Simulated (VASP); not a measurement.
# ReF3 (Pm-3m) in VASP: notebook

The runs below take ReF3 through single point, with PBEsol.

Program: VASP 6.6.1. These are calculated values, not measurements. Logs are shortened: lines on timing, memory, paths and dates and some standing lists are left out, and cuts for length are marked.

## (1) The cell of the first run

The structure is cubic, space group Pm-3m (No. 221). Conventional cell: a = 4.021 Å, b = 4.021 Å, c = 4.021 Å, α = 90.00°, β = 90.00°, γ = 90.00°. Re (site symmetry m-3m) has 6 F at 2.01 Å within 2.7 Å. F (site symmetry 4/mmm) has 2 Re at 2.01 Å within 2.7 Å.

## (2) Single point, PBEsol, collinear spin

Contents of INCAR:

```
SYSTEM = ReF3
PREC = Accurate
ENCUT = 520
EDIFF = 1E-6
ISMEAR = 0
SIGMA = 0.05
LREAL = .FALSE.
LASPH = .TRUE.
NELM = 150
ALGO = Fast
ISIF = 2
LWAVE = .FALSE.
LCHARG = .FALSE.
ISPIN = 2
MAGMOM = 1.07 0 0 0
LORBIT = 11
LMAXMIX = 4
GGA = PS
NBANDS = 26
```

Contents of KPOINTS:

```
Automatic mesh
0
G
  8 8 8
  0 0 0
```

Contents of POSCAR:

```
ReF3
1.0
    4.0209725215      0.0000000000      0.0000000000
    0.0000000000      4.0209725215      0.0000000000
    0.0000000000      0.0000000000      4.0209725215
Re F
1 3
Direct
    0.0000000000      0.0000000000      0.0000000000
    0.5000000000      0.0000000000      0.0000000000
    0.0000000000      0.0000000000      0.5000000000
    0.0000000000      0.5000000000      0.0000000000
```

Potentials or basis: VASP PAW PBE potentials, release 64 (Re, F).

Run with:

```bash
> cat potpaw_PBE.64/Re/POTCAR potpaw_PBE.64/F/POTCAR > POTCAR
> mpirun -np 1 vasp_std > vasp.out
```

OUTCAR:

```text
SYSTEM = ReF3
   PREC = Accurate
   ENCUT = 520
   EDIFF = 1E-6
   ISMEAR = 0
   LREAL = .FALSE.
   LASPH = .TRUE.
   NELM = 150
   ISIF = 2
   ISPIN = 2
   LORBIT = 11
   GGA = PS

 ion  position               nearest neighbor table
   1  0.000  0.000  0.000-   2 2.01   3 2.01   4 2.01   3 2.01   4 2.01   2 2.01
   2  0.500  0.000  0.000-   1 2.01   1 2.01
   3  0.000  0.000  0.500-   1 2.01   1 2.01
   4  0.000  0.500  0.000-   1 2.01   1 2.01

  LATTYP: Found a simple cubic cell.
 ALAT       =     4.0209725215

  Lattice vectors:

 A1 = (   4.0209725215,   0.0000000000,   0.0000000000)
 A2 = (   0.0000000000,   4.0209725215,   0.0000000000)
 A3 = (   0.0000000000,   0.0000000000,   4.0209725215)

Analysis of symmetry for initial positions (statically):
=====================================================================
 Subroutine PRICEL returns:
 Original cell was already a primitive cell.

 Routine SETGRP: Setting up the symmetry group for a
 simple cubic supercell.

 Subroutine GETGRP returns: Found 48 space group operations
 (whereof 48 operations were pure point group operations)
 out of a pool of 48 trial point group operations.

The static configuration has the point symmetry O_h .

Analysis of symmetry for dynamics (positions and initial velocities):
=====================================================================
 Subroutine PRICEL returns:
 Original cell was already a primitive cell.

 Routine SETGRP: Setting up the symmetry group for a
 simple cubic supercell.

 Subroutine GETGRP returns: Found 48 space group operations
 (whereof 48 operations were pure point group operations)
 out of a pool of 48 trial point group operations.

The dynamic configuration has the point symmetry O_h .

Analysis of structural, dynamic, and magnetic symmetry:
=====================================================================
 Subroutine PRICEL returns:
 Original cell was already a primitive cell.

 Routine SETGRP: Setting up the symmetry group for a
 simple cubic supercell.

 Subroutine GETGRP returns: Found 48 space group operations
 (whereof 48 operations were pure point group operations)
 out of a pool of 48 trial point group operations.

The overall configuration has the point symmetry O_h .

 Subroutine INISYM returns: Found 48 space group operations
 (whereof 48 operations are pure point group operations),
 and found     1 'primitive' translations

----------------------------------------------------------------------------------------

                                     Primitive cell

  volume of cell :      65.0120

  direct lattice vectors                    reciprocal lattice vectors
     4.020972522  0.000000000  0.000000000     0.248696054  0.000000000  0.000000000
     0.000000000  4.020972522  0.000000000     0.000000000  0.248696054  0.000000000
     0.000000000  0.000000000  4.020972522     0.000000000  0.000000000  0.248696054

  length of vectors
     4.020972522  4.020972522  4.020972522     0.248696054  0.248696054  0.248696054

  position of ions in fractional coordinates (direct lattice)
     0.000000000  0.000000000  0.000000000
     0.500000000  0.000000000  0.000000000
     0.000000000  0.000000000  0.500000000
     0.000000000  0.500000000  0.000000000

  ion indices of the primitive-cell ions
   primitive index   ion index
                 1           1
                 2           2
                 3           3
                 4           4

----------------------------------------------------------------------------------------

 KPOINTS: Automatic mesh

Automatic generation of k-mesh.
 Grid dimensions read from file:
 generate k-points for:    8    8    8

 Generating k-lattice:

  Cartesian coordinates                     Fractional coordinates (reciprocal lattice)
     0.031087007  0.000000000  0.000000000     0.125000000  0.000000000  0.000000000
     0.000000000  0.031087007  0.000000000     0.000000000  0.125000000  0.000000000
     0.000000000  0.000000000  0.031087007     0.000000000  0.000000000  0.125000000

  Length of vectors
     0.031087007  0.031087007  0.031087007

  Shift w.r.t. Gamma in fractional coordinates (k-lattice)
     0.000000000  0.000000000  0.000000000

 Subroutine IBZKPT returns following result:
 ===========================================

 Found     35 irreducible k-points:

 Following reciprocal coordinates:
            Coordinates               Weight
  0.000000  0.000000  0.000000      1.000000
  0.125000  0.000000  0.000000      6.000000
  0.250000  0.000000  0.000000      6.000000
  0.375000  0.000000  0.000000      6.000000
  0.500000  0.000000  0.000000      3.000000
  0.125000  0.125000  0.000000     12.000000
[... 16 lines left out ...]
  0.375000  0.375000  0.125000     24.000000
  0.500000  0.375000  0.125000     24.000000
 [... further k-points ...]
   k-points           NKPTS =     35   k-points in BZ     NKDIM =     35   number of bands    NBANDS=     26
   number of dos      NEDOS =    301   number of ions     NIONS =      4
   total plane-waves  NPLWV =  27000
   dimension x,y,z NGX =    30 NGY =   30 NGZ =   30
   dimension x,y,z NGXF=    60 NGYF=   60 NGZF=   60
   ions per type =               1   3
   NGX,Y,Z   is equivalent  to a cutoff of  12.40, 12.40, 12.40 a.u.
   NGXF,Y,Z  is equivalent  to a cutoff of  24.81, 24.81, 24.81 a.u.
 SYSTEM =  ReF3
   PREC   = accura    normal or accurate (medium, high low for compatibility)
   ISTART =      0    job   : 0-new  1-cont  2-samecut
   ICHARG =      2    charge: 1-file 2-atom 10-const
   ISPIN  =      2    spin polarized calculation?
   LNONCOLLINEAR =      F non collinear calculations
   LSORBIT =      F    spin-orbit coupling
   LASPH  =      T    aspherical Exc in radial PAW
   ENCUT  =  520.0 eV  38.22 Ry    6.18 a.u.   7.48  7.48  7.48*2*pi/ulx,y,z
   NELM   =    150;   NELMIN=  2; NELMDL= -5     # of ELM steps
   EDIFF  = 0.1E-05   stopping-criterion for ELM
   LREAL  =      F    real-space projection
   EDIFFG = 0.1E-04   stopping-criterion for IOM
   NSW    =      0    number of steps for IOM
   IBRION =     -1    ionic relax: 0-MD 1-quasi-New 2-CG
   NFREE  =      0    steps in history (QN), initial steepest desc. (CG)
   ISIF   =      2    stress and relaxation
   ISYM   =      2    0-nonsym 1-usesym 2-fastsym
   POTIM  = 0.5000    time-step for ionic-motion
   TEBEG  =    0.0;   TEEND  =   0.0 temperature during run
   PSTRESS=    0.0 pullay stress
   NELECT =      28.0000    total number of electrons
   NUPDOWN=      -1.0000    fix difference up-down
   EMIN   =  10.00;   EMAX   =-10.00  energy-range for DOS
   EFERMI =   0.00;   METHOD = LEGACY
   ISMEAR =     0;   SIGMA  =   0.05  broadening in eV -4-tet -1-fermi 0-gaus
   EFERMI_NEDOS =   21; number of points for ismear=-14 and -15
   IALGO  =     68    algorithm
   IMIX   =      4    mixing-type and parameters
     AMIX     =   0.40;   BMIX     =  1.00
     AMIX_MAG =   1.60;   BMIX_MAG =  1.00
  volume/ion in A,a.u.               =      16.25       109.68
  Fermi-wavevector in a.u.,A,eV,Ry     =   1.236317  2.336300 20.796219  1.528479
  Thomas-Fermi vector in A             =   2.370930
   LORBIT       =     11    0 simple, 1 ext, 2 COOP (PROOUT), +10 PAW based schemes
   GGA     = PS    functional components
   LHFCALC =     F    Hartree Fock is set to
   AEXX    =    0.0000 exact exchange contribution
   IVDW    =     0    specifies the selected vdW correction
   LEPSILON=     F    determine dielectric tensor
   LRPA    =     F    only Hartree local field effects (RPA)
 spin polarized calculation
 RMM-DIIS sequential band-by-band and
 Gauss-broadening in eV      SIGMA  =   0.05
  energy-cutoff  :      520.00
  volume of cell :       65.01
 maximum number of plane-waves:      1775
 NGX is ok and might be reduce to    30
   NGX = 15   NGY = 15   NGZ = 15

 number of electron      27.9999958 magnetization      -0.5297600

 number of electron      27.9999958 magnetization       0.7090562

 Free energy of the ion-electron system (eV)
  ---------------------------------------------------
  ext. energy  EPLUGINS =         0.00000000
  ---------------------------------------------------
  free energy    TOTEN  =       -24.47967986 eV

  energy without entropy =      -24.47363531  energy(sigma->0) =      -24.47665759

 E-fermi :   1.9532     XC(G=0):  -8.6970

 val. band max:        1.9390098976   @ k =   0.3750   0.3750   0.1250
 cond. band min:       1.9546332427   @ k =   0.5000   0.3750   0.1250
 fundamental gap:      0.0156233451
 Fermi energy:         1.9531975095

 spin component 1

 k-point     1 :       0.0000    0.0000    0.0000
  band No.  band energies     occupation
      1     -24.3458      1.00000
      2     -23.9496      1.00000
      3     -23.9496      1.00000
      4      -6.3057      1.00000
      5      -6.3057      1.00000
      6      -6.3057      1.00000
[... 18 lines left out ...]
     25      19.5586      0.00000
     26      19.5586      0.00000
[... 644 lines left out ...]
      4      -8.5433      1.00000
      5      -8.1950      1.00000
      6      -6.5816      1.00000
[... 18 lines left out ...]
     25      15.6292      0.00000
     26      18.0510      0.00000

 [... further k-points ...]

 spin component 2

 k-point     1 :       0.0000    0.0000    0.0000
  band No.  band energies     occupation
      1     -24.2814      1.00000
      2     -23.8858      1.00000
      3     -23.8858      1.00000
      4      -6.2607      1.00000
      5      -6.2607      1.00000
      6      -6.2607      1.00000
[... 18 lines left out ...]
     25      19.6643      0.00000
     26      19.6644      0.00000
[... 644 lines left out ...]
      4      -8.4618      1.00000
      5      -8.1162      1.00000
      6      -6.4527      1.00000
[... 18 lines left out ...]
     25      15.7346      0.00000
     26      18.0988      0.00000

 [... further k-points ...]

------------------------ aborting loop because EDIFF is reached ----------------------------------------

  FORCE on cell =-STRESS in cart. coord.  units (eV):
  Direction    XX          YY          ZZ          XY          YZ          ZX
  --------------------------------------------------------------------------------------
  -------------------------------------------------------------------------------------
  Total       -0.3801654     -0.3801654     -0.3801654     -0.0000000     -0.0000000      0.0000000
  in kB       -9.3689265     -9.3689265     -9.3689265     -0.0000000     -0.0000000      0.0000000
  external PRESSURE =      -9.3689265 kB  Pullay stress =       0.0000000 kB

 VOLUME and BASIS-vectors are now :
 -----------------------------------------------------------------------------
  energy-cutoff  :      520.00
  volume of cell :       65.01
      direct lattice vectors                 reciprocal lattice vectors
     4.020972522  0.000000000  0.000000000     0.248696054  0.000000000  0.000000000
     0.000000000  4.020972522  0.000000000     0.000000000  0.248696054  0.000000000
     0.000000000  0.000000000  4.020972522     0.000000000  0.000000000  0.248696054

 POSITION                                       TOTAL-FORCE (eV/Angst)
 -----------------------------------------------------------------------------------
      0.00000      0.00000      0.00000         0.000000      0.000000      0.000000
      2.01049      0.00000      0.00000         0.000000      0.000000      0.000000
      0.00000      0.00000      2.01049         0.000000      0.000000      0.000000
      0.00000      2.01049      0.00000         0.000000      0.000000      0.000000
 -----------------------------------------------------------------------------------
    total drift:                               -0.000000      0.000000      0.000000

  FREE ENERGIE OF THE ION-ELECTRON SYSTEM (eV)
  ---------------------------------------------------
  free  energy   TOTEN  =       -24.4796798635 eV

  energy  without entropy=      -24.4736353110  energy(sigma->0) =      -24.47665759

 total charge

# of ion       s       p       d       tot
------------------------------------------
    1        0.365   0.487   4.781   5.634
    2        1.725   4.358   0.000   6.082
    3        1.725   4.358   0.000   6.082
    4        1.725   4.358   0.000   6.082
--------------------------------------------------
tot          5.540  13.560   4.781  23.881

 magnetization (x)

# of ion       s       p       d       tot
------------------------------------------
    1        0.003   0.003   0.645   0.651
    2       -0.000   0.034   0.000   0.034
    3       -0.000   0.034   0.000   0.034
    4       -0.000   0.034   0.000   0.034
--------------------------------------------------
tot          0.003   0.105   0.645   0.754
```

Wall time 8.7 min (1 thread of Intel Xeon Platinum 8488C (Sapphire Rapids), shared host); peak memory 0.24 GiB.

What came out:

```yaml
Free_energy: -24.4797 eV
Pressure: -0.9 GPa
Net_moment: 0.71 μB per cell
Site_moments: Re +0.65; F +0.03 μB
Valence_electrons_inside_the_program's_atomic_spheres: Re 5.63; F 6.08
```

Levels at points of the mesh, in eV from the Fermi level:
Spin up:
```csv
k point,band 12,band 13,band 14,band 15,band 16,band 17,band 18,band 19
"(0.00, 0.00, 0.00)",-6.54,-1.82,-1.82,-1.82,0.57,0.57,1.44,8.20
"(0.50, 0.00, 0.00)",-6.59,-1.78,-0.40,-0.40,0.60,1.90,4.88,5.62
"(0.50, 0.50, 0.00)",-5.97,-0.37,-0.37,0.59,1.30,4.96,6.97,7.05
"(0.50, 0.50, 0.50)",-5.97,0.61,0.61,0.61,4.97,4.97,6.56,8.69
```
Spin down:
| k point | band 10 | band 11 | band 12 | band 13 | band 14 | band 15 | band 16 | band 17 |
| --- | --- | --- | --- | --- | --- | --- | --- | --- |
| (0.00, 0.00, 0.00) | -6.46 | -6.46 | -6.46 | -1.35 | -1.35 | -1.35 | 0.84 | 0.84 |
| (0.50, 0.00, 0.00) | -6.57 | -6.51 | -6.51 | -1.31 | 0.03 | 0.03 | 0.87 | 2.15 |
| (0.50, 0.50, 0.00) | -6.82 | -6.82 | -5.89 | 0.06 | 0.06 | 1.02 | 1.57 | 5.18 |
| (0.50, 0.50, 0.50) | -5.88 | -5.88 | -5.88 | 1.05 | 1.05 | 1.05 | 5.19 | 5.19 |

Caveat: the PAW data sets were made with another functional, which shifts forces and pressure a little; spin-orbit coupling is left out, which moves the levels of the heavy elements.

## (3) Single point, PBEsol, collinear spin

This run uses another cell than the first one, of 15.06 Å³/atom.

Contents of INCAR:

```
SYSTEM = ReF3
PREC     = Accurate       ! precision mode
ENCUT    = 520            ! plane-wave cutoff, eV
EDIFF    = 1E-6           ! SCF threshold, eV
ISMEAR   = 0              ! smearing method
SIGMA    = 0.05           ! smearing width, eV
LREAL    = .FALSE.        ! projectors in reciprocal space
LASPH    = .TRUE.         ! aspherical terms in the spheres
NELM     = 150            ! most SCF steps
ALGO     = Normal         ! electronic algorithm
ISIF     = 2              ! what is computed and relaxed
LWAVE    = .FALSE.        ! write WAVECAR
LCHARG   = .FALSE.        ! write CHGCAR
ISPIN    = 2              ! spin polarisation
MAGMOM   = 2 0 0 0        ! initial moments
LORBIT   = 11             ! projections on sites
LMAXMIX  = 4              ! l up to which the mixer works
GGA      = PS             ! functional
NBANDS   = 26             ! bands
```

Contents of KPOINTS:

```
regular mesh
0
G
  8 8 8
  0 0 0
```

Contents of POSCAR:

```
ReF3
1.0
    3.9200000000      0.0000000000      0.0000000000
    0.0000000000      3.9200000000      0.0000000000
    0.0000000000      0.0000000000      3.9200000000
Re F
1 3
Direct
    0.0000000000      0.0000000000      0.0000000000
    0.5000000000      0.0000000000      0.0000000000
    0.0000000000      0.0000000000      0.5000000000
    0.0000000000      0.5000000000      0.0000000000
```

Potentials or basis: VASP PAW PBE potentials, release 64 (Re, F).

Run with:

```bash
> cat potpaw_PBE.64/Re/POTCAR potpaw_PBE.64/F/POTCAR > POTCAR
> mpirun -np 1 vasp_std > vasp.out
```

Run time: 2.4 min. Hardware: 1 thread of Intel Xeon Platinum 8488C (Sapphire Rapids), shared host; peak memory 0.24 GiB.

The run converged. Its results:

- Free energy: -24.3280 eV
- Pressure: 11.5 GPa
- Net moment: 1.11 μB per cell
- Site moments: Re +0.92; F +0.05 μB
- Valence electrons inside the program's atomic spheres: Re 5.92; F 6.11

Levels at points of the mesh, in eV from the Fermi level:
Spin up:
```tsv
k point	band 11	band 12	band 13	band 14	band 15	band 16	band 17	band 18	band 19	band 20
(0.00, 0.00, 0.00)	-7.24	-7.24	-2.24	-2.24	-2.24	0.68	0.68	1.20	8.52	10.58
(0.50, 0.00, 0.00)	-7.27	-7.27	-2.20	-0.59	-0.59	0.72	2.13	4.51	5.77	10.88
(0.50, 0.50, 0.00)	-7.65	-6.59	-0.56	-0.56	0.54	1.52	5.50	6.58	6.89	6.89
(0.50, 0.50, 0.50)	-6.59	-6.59	0.58	0.58	0.58	5.52	5.52	5.99	8.75	8.75
```
Spin down:
| k point | band 11 | band 12 | band 13 | band 14 | band 15 | band 16 |
| --- | --- | --- | --- | --- | --- | --- |
| (0.00, 0.00, 0.00) | -7.10 | -7.10 | -1.52 | -1.52 | -1.52 | 1.11 |
| (0.50, 0.00, 0.00) | -7.15 | -7.15 | -1.47 | 0.07 | 0.07 | 1.15 |
| (0.50, 0.50, 0.00) | -7.51 | -6.45 | 0.12 | 0.12 | 1.21 | 1.95 |
| (0.50, 0.50, 0.50) | -6.45 | -6.45 | 1.26 | 1.26 | 1.26 | 5.86 |

Caveat: the cell stands under pressure; the PAW data sets were made with another functional, which shifts forces and pressure a little; spin-orbit coupling is left out, which moves the levels of the heavy elements.
